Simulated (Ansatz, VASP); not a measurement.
**Ga in VASP and in Ansatz**

```
Ga
1.0
     2.75977    0.00000    0.00000
     0.00000    3.25958    0.00000
    -1.33441    0.00000    3.96349
Ga
2
Direct
  0.13460 0.75000 0.77017
  0.86540 0.25000 0.22983
```

Alike in both runs: task single point; functional r2SCAN; k mesh 10 × 8 × 7; occupations fermi-dirac, width 0.05 eV; no spin polarisation.

|  | VASP | Ansatz |
| --- | --- | --- |
| version | VASP 6.6.1 | Ansatz 0.2.0 |
| potentials or method | VASP PAW PBE potentials, release 64 (Ga_d) | Ansatz PAW |
| plane-wave cutoff (eV) | 520 | 500 |
| valence electrons in the cell | 26 | 26 |

VASP gave:

| Quantity | Value |
| --- | --- |
| gap on the k mesh at the Fermi level (eV) | none |
| pressure (GPa) | 1.2 |
| traceless stress, the component that is largest in VASP (GPa) | 0.76 |
| rms of the force components (eV/Å) | 0.039 |

**Question.** Which values does Ansatz return?

**Answer.** gap on the k mesh at the Fermi level (eV): none; pressure (GPa): 1.2; traceless stress, the component that is largest in VASP (GPa): 0.74; rms of the force components (eV/Å): 0.034.

VASP's potentials were made for PBE, not for r2SCAN. Atom by atom the forces differ by 0.005 eV/Å (rms over components). A gap of «none» marks a metal or a gap that the smearing closes. The functional is the same, so the differences come from potentials, cutoffs and numerics.
